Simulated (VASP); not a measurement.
# SnSe (Pnma) in VASP: a series of runs

Runs on SnSe. Level: PBE+D3(BJ). Tasks: single point.

All numbers are computed with VASP 6.6.1; they aren't measurements. Logs are shortened: lines on timing, memory, paths and dates and some standing lists are left out, and cuts for length are marked.

**What was measured.**

From “Linear dichroism of the optical properties of SnS and SnSe van der Waals crystals”, 2024, arxiv:2409.17412, for a bulk crystal of SnSe: band gap 0.99 eV (indirect) at 20 K; band gap 0.89 eV (indirect) at 300 K.

The runs below are set against these values where they give the same quantity.

## (1) The cell of the first run

The structure is orthorhombic, space group Pnma (No. 62). Conventional cell: a = 11.044 Å, b = 4.060 Å, c = 4.119 Å, α = 90.00°, β = 90.00°, γ = 90.00°. Sn (site symmetry m) has 7 Se at 2.70 to 3.55 Å and 2 Sn at 3.28 Å within 3.6 Å. Within 3.6 Å of Se (site symmetry m) lie 7 Sn at 2.70 to 3.55 Å.

## (2) Single point, PBE+D3(BJ) (volume scaled by 0.88, then relaxed in part)

File INCAR:

```
PREC     = Accurate       # precision mode
ENCUT    = 520            # plane-wave cutoff, eV
EDIFF    = 1E-6           # SCF threshold, eV
ISMEAR   = 0              # smearing method
SIGMA    = 0.02           # smearing width, eV
LREAL    = F              # projectors in reciprocal space
LASPH    = T              # aspherical terms in the spheres
NELM     = 80             # most SCF steps
ALGO     = Normal         # electronic algorithm
ISIF     = 2              # what is computed and relaxed
LWAVE    = F              # write WAVECAR
LCHARG   = F              # write CHGCAR
GGA      = PE             # functional
IVDW     = 12             # dispersion correction
NBANDS   = 50             # bands
```

File KPOINTS:

```
regular mesh
0
Gamma
  4 8 8
```

File POSCAR:

```
SnSe
1.0
   11.0441862799      0.0000000000      0.0000000000
    0.0000000000      4.0603309588      0.0000000000
    0.0000000000      0.0000000000      4.1187734614
Sn Se
4 4
Direct
    0.1163261122      0.2500000000      0.0189046580
    0.3836738878      0.7500000000      0.5189046580
    0.6163261122      0.2500000000      0.4810953420
    0.8836738878      0.7500000000      0.9810953420
    0.3609481624      0.2500000000      0.0059477999
    0.1390518376      0.7500000000      0.5059477999
    0.8609481624      0.2500000000      0.4940522001
    0.6390518376      0.7500000000      0.9940522001
```

Potentials or basis: VASP PAW PBE potentials, release 64 (Sn_d, Se).

Launch:

```console
$ cat potpaw_PBE.64/Sn_d/POTCAR potpaw_PBE.64/Se/POTCAR > POTCAR
$ mpirun -np 1 vasp_std > vasp.out
```

OUTCAR:

```text
PREC = Accurate
   ENCUT = 520
   EDIFF = 1E-6
   ISMEAR = 0
   LREAL = F
   LASPH = T
   NELM = 80
   ISIF = 2
   GGA = PE
   IVDW = 12
 IVDW          = 12

 ion  position               nearest neighbor table
   1  0.116  0.250  0.019-   5 2.70   6 2.87   6 2.87   6 2.94   6 2.94   4 3.28   4 3.28
   2  0.384  0.750  0.519-   6 2.70   5 2.87   5 2.87   5 2.94   5 2.94   3 3.28   3 3.28
   3  0.616  0.250  0.481-   7 2.70   8 2.87   8 2.87   8 2.94   8 2.94   2 3.28   2 3.28
   4  0.884  0.750  0.981-   8 2.70   7 2.87   7 2.87   7 2.94   7 2.94   1 3.28   1 3.28
   5  0.361  0.250  0.006-   1 2.70   2 2.87   2 2.87   2 2.94   2 2.94
   6  0.139  0.750  0.506-   2 2.70   1 2.87   1 2.87   1 2.94   1 2.94
   7  0.861  0.250  0.494-   3 2.70   4 2.87   4 2.87   4 2.94   4 2.94
   8  0.639  0.750  0.994-   4 2.70   3 2.87   3 2.87   3 2.94   3 2.94

  LATTYP: Found a simple orthorhombic cell.
 ALAT       =     4.0603309588
 B/A-ratio  =     1.0143935318
 C/A-ratio  =     2.7200211983

  Lattice vectors:

 A1 = (   0.0000000000,   4.0603309588,   0.0000000000)
 A2 = (   0.0000000000,   0.0000000000,   4.1187734614)
 A3 = (  11.0441862799,   0.0000000000,   0.0000000000)

Analysis of symmetry for initial positions (statically):
=====================================================================
 Subroutine PRICEL returns:
 Original cell was already a primitive cell.

 Routine SETGRP: Setting up the symmetry group for a
 simple orthorhombic supercell.

 Subroutine GETGRP returns: Found  8 space group operations
 (whereof  2 operations were pure point group operations)
 out of a pool of  8 trial point group operations.

The static configuration has the point symmetry S_2 .
 The point group associated with its full space group is D_2h.

Analysis of symmetry for dynamics (positions and initial velocities):
=====================================================================
 Subroutine PRICEL returns:
 Original cell was already a primitive cell.

 Routine SETGRP: Setting up the symmetry group for a
 simple orthorhombic supercell.

 Subroutine GETGRP returns: Found  8 space group operations
 (whereof  2 operations were pure point group operations)
 out of a pool of  8 trial point group operations.

The dynamic configuration has the point symmetry S_2 .
 The point group associated with its full space group is D_2h.

 Subroutine INISYM returns: Found  8 space group operations
 (whereof  2 operations are pure point group operations),
 and found     1 'primitive' translations

----------------------------------------------------------------------------------------

                                     Primitive cell

  volume of cell :     184.6984

  direct lattice vectors                    reciprocal lattice vectors
    11.044186280  0.000000000  0.000000000     0.090545376  0.000000000  0.000000000
     0.000000000  4.060330959  0.000000000     0.000000000  0.246285342  0.000000000
     0.000000000  0.000000000  4.118773461     0.000000000  0.000000000  0.242790726

  length of vectors
    11.044186280  4.060330959  4.118773461     0.090545376  0.246285342  0.242790726

  position of ions in fractional coordinates (direct lattice)
     0.116326112  0.250000000  0.018904658
     0.383673888  0.750000000  0.518904658
     0.616326112  0.250000000  0.481095342
     0.883673888  0.750000000  0.981095342
     0.360948162  0.250000000  0.005947800
     0.139051838  0.750000000  0.505947800
     0.860948162  0.250000000  0.494052200
     0.639051838  0.750000000  0.994052200

  ion indices of the primitive-cell ions
   primitive index   ion index
                 1           1
                 2           2
                 3           3
                 4           4
                 5           5
                 6           6
                 7           7
                 8           8

----------------------------------------------------------------------------------------

 KPOINTS: regular mesh

Automatic generation of k-mesh.
 Grid dimensions read from file:
 generate k-points for:    4    8    8

 Generating k-lattice:

  Cartesian coordinates                     Fractional coordinates (reciprocal lattice)
     0.022636344  0.000000000  0.000000000     0.250000000  0.000000000  0.000000000
     0.000000000  0.030785668  0.000000000     0.000000000  0.125000000  0.000000000
     0.000000000  0.000000000  0.030348841     0.000000000  0.000000000  0.125000000

  Length of vectors
     0.022636344  0.030785668  0.030348841

  Shift w.r.t. Gamma in fractional coordinates (k-lattice)
     0.000000000  0.000000000  0.000000000

 Subroutine IBZKPT returns following result:
 ===========================================

 Found     75 irreducible k-points:

 Following reciprocal coordinates:
            Coordinates               Weight
  0.000000  0.000000  0.000000      1.000000
  0.250000  0.000000  0.000000      2.000000
  0.500000  0.000000  0.000000      1.000000
  0.000000  0.125000  0.000000      2.000000
  0.250000  0.125000  0.000000      4.000000
  0.500000  0.125000  0.000000      2.000000
[... 16 lines left out ...]
  0.250000  0.250000  0.125000      8.000000
  0.500000  0.250000  0.125000      4.000000
 [... further k-points ...]
   k-points           NKPTS =     75   k-points in BZ     NKDIM =     75   number of bands    NBANDS=     50
   number of dos      NEDOS =    301   number of ions     NIONS =      8
   total plane-waves  NPLWV =  80640
   dimension x,y,z NGX =    84 NGY =   30 NGZ =   32
   dimension x,y,z NGXF=   168 NGYF=   60 NGZF=   64
   ions per type =               4   4
   NGX,Y,Z   is equivalent  to a cutoff of  12.64, 12.28, 12.92 a.u.
   NGXF,Y,Z  is equivalent  to a cutoff of  25.29, 24.57, 25.83 a.u.
 SYSTEM =  unknown system
   PREC   = accura    normal or accurate (medium, high low for compatibility)
   ISTART =      0    job   : 0-new  1-cont  2-samecut
   ICHARG =      2    charge: 1-file 2-atom 10-const
   ISPIN  =      1    spin polarized calculation?
   LNONCOLLINEAR =      F non collinear calculations
   LSORBIT =      F    spin-orbit coupling
   LASPH  =      T    aspherical Exc in radial PAW
   ENCUT  =  520.0 eV  38.22 Ry    6.18 a.u.  20.53  7.55  7.66*2*pi/ulx,y,z
   NELM   =     80;   NELMIN=  2; NELMDL= -5     # of ELM steps
   EDIFF  = 0.1E-05   stopping-criterion for ELM
   LREAL  =      F    real-space projection
   EDIFFG = 0.1E-04   stopping-criterion for IOM
   NSW    =      0    number of steps for IOM
   IBRION =     -1    ionic relax: 0-MD 1-quasi-New 2-CG
   NFREE  =      0    steps in history (QN), initial steepest desc. (CG)
   ISIF   =      2    stress and relaxation
   ISYM   =      2    0-nonsym 1-usesym 2-fastsym
   POTIM  = 0.5000    time-step for ionic-motion
   TEBEG  =    0.0;   TEEND  =   0.0 temperature during run
   PSTRESS=    0.0 pullay stress
   NELECT =      80.0000    total number of electrons
   NUPDOWN=      -1.0000    fix difference up-down
   EMIN   =  10.00;   EMAX   =-10.00  energy-range for DOS
   EFERMI =   0.00;   METHOD = LEGACY
   ISMEAR =     0;   SIGMA  =   0.02  broadening in eV -4-tet -1-fermi 0-gaus
   EFERMI_NEDOS =   21; number of points for ismear=-14 and -15
   IALGO  =     38    algorithm
   IMIX   =      4    mixing-type and parameters
     AMIX     =   0.40;   BMIX     =  1.00
     AMIX_MAG =   1.60;   BMIX_MAG =  1.00
  volume/ion in A,a.u.               =      23.09       155.80
  Fermi-wavevector in a.u.,A,eV,Ry     =   1.238655  2.340719 20.874970  1.534267
  Thomas-Fermi vector in A             =   2.373172
   LORBIT       =      0    0 simple, 1 ext, 2 COOP (PROOUT), +10 PAW based schemes
   GGA     = PE    functional components
   LHFCALC =     F    Hartree Fock is set to
   AEXX    =    0.0000 exact exchange contribution
   IVDW    =    12    specifies the selected vdW correction
   LEPSILON=     F    determine dielectric tensor
   LRPA    =     F    only Hartree local field effects (RPA)
 non-spin polarized calculation
 Gauss-broadening in eV      SIGMA  =   0.02
  energy-cutoff  :      520.00
  volume of cell :      184.70
 maximum number of plane-waves:      5009
 NGX is ok and might be reduce to    84
   NGX = 41   NGY = 15   NGZ = 15

 number of electron      80.0000019 magnetization

 Free energy of the ion-electron system (eV)
  ---------------------------------------------------
  ext. energy  EPLUGINS =         0.00000000
  ---------------------------------------------------
  free energy    TOTEN  =       -31.93393835 eV

  energy without entropy =      -31.93380080  energy(sigma->0) =      -31.93386958

 E-fermi :   7.3281     XC(G=0): -10.4297

 val. band max:        7.3235154101   @ k =   0.0000   0.0000   0.3750
 cond. band min:       7.3636661500   @ k =   0.0000   0.0000   0.3750
 fundamental gap:      0.0401507399
 Fermi energy:         7.3280865119

 k-point     1 :       0.0000    0.0000    0.0000
  band No.  band energies     occupation
      1     -14.3377      2.00000
      2     -14.3362      2.00000
      3     -14.3284      2.00000
      4     -14.3238      2.00000
      5     -14.3176      2.00000
      6     -14.3144      2.00000
[... 42 lines left out ...]
     49      12.1293      0.00000
     50      12.4196      0.00000

 k-point     2 :       0.2500    0.0000    0.0000
  band No.  band energies     occupation
      1     -14.3361      2.00000
      2     -14.3353      2.00000
      3     -14.3266      2.00000
      4     -14.3249      2.00000
      5     -14.3203      2.00000
      6     -14.3167      2.00000
[... 42 lines left out ...]
     49      11.8301      0.00000
     50      12.6454      0.00000

 k-point     3 :       0.5000    0.0000    0.0000
  band No.  band energies     occupation
      1     -14.3342      2.00000
      2     -14.3342      2.00000
      3     -14.3248      2.00000
      4     -14.3248      2.00000
      5     -14.3218      2.00000
      6     -14.3218      2.00000
[... 1102 lines left out ...]
     49      11.8659      0.00000
     50      11.9963      0.00000

 k-point    24 :       0.5000    0.2500    0.1250
  band No.  band energies     occupation
      1     -14.3283      2.00000
      2     -14.3283      2.00000
      3     -14.3234      2.00000
      4     -14.3234      2.00000
      5     -14.3153      2.00000
      6     -14.3153      2.00000
[... 42 lines left out ...]
     49      11.4573      0.00000
     50      11.4573      0.00000

 [... further k-points ...]

------------------------ aborting loop because EDIFF is reached ----------------------------------------

 Edisp (eV)   -3.35033

 E8    (eV) :    -1.5062

  FORCE on cell =-STRESS in cart. coord.  units (eV):
  Direction    XX          YY          ZZ          XY          YZ          ZX
  --------------------------------------------------------------------------------------
  -------------------------------------------------------------------------------------
  Total       7.55919     7.44543     7.41287     0.00000     0.00000     0.00000
  in kB      65.57269    64.58583    64.30342     0.00000     0.00000     0.00000
  external pressure =       64.82 kB  Pullay stress =        0.00 kB

 VOLUME and BASIS-vectors are now :
 -----------------------------------------------------------------------------
  energy-cutoff  :      520.00
  volume of cell :      184.70
      direct lattice vectors                 reciprocal lattice vectors
    11.044186280  0.000000000  0.000000000     0.090545376  0.000000000  0.000000000
     0.000000000  4.060330959  0.000000000     0.000000000  0.246285342  0.000000000
     0.000000000  0.000000000  4.118773461     0.000000000  0.000000000  0.242790726

 POSITION                                       TOTAL-FORCE (eV/Angst)
 -----------------------------------------------------------------------------------
      1.28473      1.01508      0.07786        -0.016745     -0.000000     -0.002375
      4.23737      3.04525      2.13725         0.016745     -0.000000     -0.002375
      6.80682      1.01508      1.98152        -0.016745     -0.000000      0.002375
      9.75946      3.04525      4.04091         0.016745      0.000000      0.002375
      3.98638      1.01508      0.02450         0.015570     -0.000000     -0.000690
      1.53571      3.04525      2.08388        -0.015570      0.000000     -0.000690
      9.50847      1.01508      2.03489         0.015570     -0.000000      0.000690
      7.05781      3.04525      4.09428        -0.015570     -0.000000      0.000690
 -----------------------------------------------------------------------------------
    total drift:                                0.000000     -0.000000     -0.000000

  FREE ENERGIE OF THE ION-ELECTRON SYSTEM (eV)
  ---------------------------------------------------
  free  energy   TOTEN  =       -35.2842656520 eV

  energy  without entropy=      -35.2841281052  energy(sigma->0) =      -35.28419688
```

It took 9.8 min on 1 thread of Intel Xeon Platinum 8559C (Emerald Rapids), shared host; peak memory 0.62 GiB.

What came out:

| Property | Result |
| --- | --- |
| Free energy | -35.2843 eV |
| Pressure | 6.5 GPa |
| Largest force | 0.017 eV/Å |
| Band gap on the k mesh | zero (band 40 reaches 7.36 eV, above the bottom of band 41 at 7.30 eV) |
| Dispersion energy per atom | -0.419 eV |

Forces in eV/Å, atoms in the order of the input:
```
Sn  -0.017  0.000 -0.002
Sn   0.017  0.000 -0.002
Sn  -0.017  0.000  0.002
Sn   0.017  0.000  0.002
Se   0.016  0.000 -0.001
Se  -0.016  0.000 -0.001
Se   0.016  0.000  0.001
Se  -0.016  0.000  0.001
```

Levels at points of the mesh, in eV from the Fermi level:
| k point | band 36 | band 37 | band 38 | band 39 | band 40 | band 41 | band 42 | band 43 | band 44 | band 45 |
| --- | --- | --- | --- | --- | --- | --- | --- | --- | --- | --- |
| (0.00, 0.00, 0.00) | -2.21 | -2.03 | -1.71 | -1.01 | -0.85 | -0.03 | 3.11 | 3.35 | 3.45 | 3.53 |
| (0.50, 0.00, 0.00) | -2.60 | -2.42 | -2.42 | -0.89 | -0.89 | 2.57 | 2.57 | 2.81 | 2.81 | 3.79 |
| (0.00, 0.50, 0.00) | -1.86 | -1.31 | -1.31 | -0.32 | -0.32 | 0.51 | 0.51 | 1.14 | 1.14 | 1.73 |
| (0.50, 0.50, 0.00) | -2.33 | -0.86 | -0.86 | -0.86 | -0.86 | 1.38 | 1.38 | 1.38 | 1.38 | 1.56 |
| (0.00, 0.00, 0.50) | -1.74 | -0.92 | -0.92 | -0.40 | -0.40 | 0.62 | 0.62 | 1.15 | 1.15 | 1.64 |
| (0.50, 0.00, 0.50) | -1.92 | -0.54 | -0.54 | -0.17 | -0.17 | 0.71 | 0.71 | 0.88 | 0.88 | 1.45 |
| (0.00, 0.50, 0.50) | -4.19 | -2.54 | -2.54 | -2.32 | -2.32 | 2.66 | 2.66 | 2.78 | 2.78 | 4.92 |
| (0.50, 0.50, 0.50) | -4.87 | -1.94 | -1.94 | -1.94 | -1.94 | 2.08 | 2.08 | 2.08 | 2.08 | 5.44 |

Caveat: the cell differs from its parent crystal (volume scaled by 0.88, then relaxed in part); spin-orbit coupling is left out, which moves the levels of the heavy elements; pairwise dispersion overbinds metals, which lowers pressure and volume.

## (3) Single point, PBE+D3(BJ)

This run uses another cell than the first one, of 26.68 Å³/atom, 1.155 times its volume.

File INCAR:

```
SYSTEM = SnSe
  PREC = Accurate
  ENCUT = 520
  EDIFF = 1E-7
  ISMEAR = 0
  SIGMA = 0.1
  LREAL = .False.
  LASPH = .True.
  NELM = 100
  ALGO = Normal
  ISIF = 2
  LWAVE = .False.
  LCHARG = .False.
  GGA = PE
  IVDW = 12
  NBANDS = 50
```

File KPOINTS:

```
regular mesh
0
Gamma
  2 4 4
  0 0 0
```

File POSCAR:

```
SnSe
1.0
   11.4200000000      0.0000000000      0.0000000000
    0.0000000000      4.1900000000      0.0000000000
    0.0000000000      0.0000000000      4.4600000000
Sn Se
4 4
Direct
    0.1230000000      0.2500000000      0.0910000000
    0.3770000000      0.7500000000      0.5910000000
    0.6230000000      0.2500000000      0.4090000000
    0.8770000000      0.7500000000      0.9090000000
    0.3570000000      0.2500000000      0.0160000000
    0.1430000000      0.7500000000      0.5160000000
    0.8570000000      0.2500000000      0.4840000000
    0.6430000000      0.7500000000      0.9840000000
```

Potentials or basis: VASP PAW PBE potentials, release 64 (Sn_d, Se).

Launch:

```console
$ cat potpaw_PBE.64/Sn_d/POTCAR potpaw_PBE.64/Se/POTCAR > POTCAR
$ mpirun -np 1 vasp_std > vasp.out
```

Run time: 2.2 min. Hardware: 1 thread of AMD EPYC 9R14 (Zen 4), shared host; peak memory 0.37 GiB.

The run converged. Its results:

| Item | Value |
| --- | --- |
| Free energy | -35.7046 eV |
| Pressure | 0.2 GPa |
| Largest force | 0.289 eV/Å |
| Band gap on the k mesh | 1.08 eV, indirect (least direct gap 1.31 eV) |
| Dispersion energy per atom | -0.362 eV |

Forces on the atoms (eV/Å):
```
Sn  -0.289  0.000  0.018
Sn   0.289  0.000  0.018
Sn  -0.289  0.000 -0.018
Sn   0.289  0.000 -0.018
Se   0.261  0.000 -0.032
Se  -0.261  0.000 -0.032
Se   0.261  0.000  0.032
Se  -0.261  0.000  0.032
```

Stress tensor (GPa, compression positive):
```
 2.36  0.00  0.00
 0.00 -0.60  0.00
 0.00  0.00 -1.16
```

Levels at points of the mesh, in eV from the valence-band top:
| k point | band 37 | band 38 | band 39 | band 40 | band 41 | band 42 | band 43 | band 44 |
| --- | --- | --- | --- | --- | --- | --- | --- | --- |
| (0.00, 0.00, 0.00) | -1.26 | -0.90 | -0.49 | -0.27 | 1.08 | 3.25 | 3.33 | 3.35 |
| (0.50, 0.00, 0.00) | -1.55 | -1.55 | -0.34 | -0.34 | 2.93 | 2.93 | 3.12 | 3.12 |
| (0.00, 0.50, 0.00) | -0.73 | -0.73 | -0.46 | -0.46 | 1.20 | 1.20 | 1.68 | 1.68 |
| (0.50, 0.50, 0.00) | -0.72 | -0.72 | -0.72 | -0.72 | 1.69 | 1.69 | 1.69 | 1.69 |
| (0.00, 0.00, 0.50) | -0.49 | -0.49 | -0.02 | -0.02 | 1.55 | 1.55 | 1.88 | 1.88 |
| (0.50, 0.00, 0.50) | -0.26 | -0.26 | 0.00 | 0.00 | 1.54 | 1.54 | 1.89 | 1.89 |
| (0.00, 0.50, 0.50) | -1.96 | -1.96 | -1.23 | -1.23 | 3.15 | 3.15 | 3.40 | 3.40 |
| (0.50, 0.50, 0.50) | -1.24 | -1.24 | -1.24 | -1.24 | 2.91 | 2.91 | 2.91 | 2.91 |

Caveat: spin-orbit coupling is left out, which moves the levels of the heavy elements.

(Part 1 of 2 ends here.)
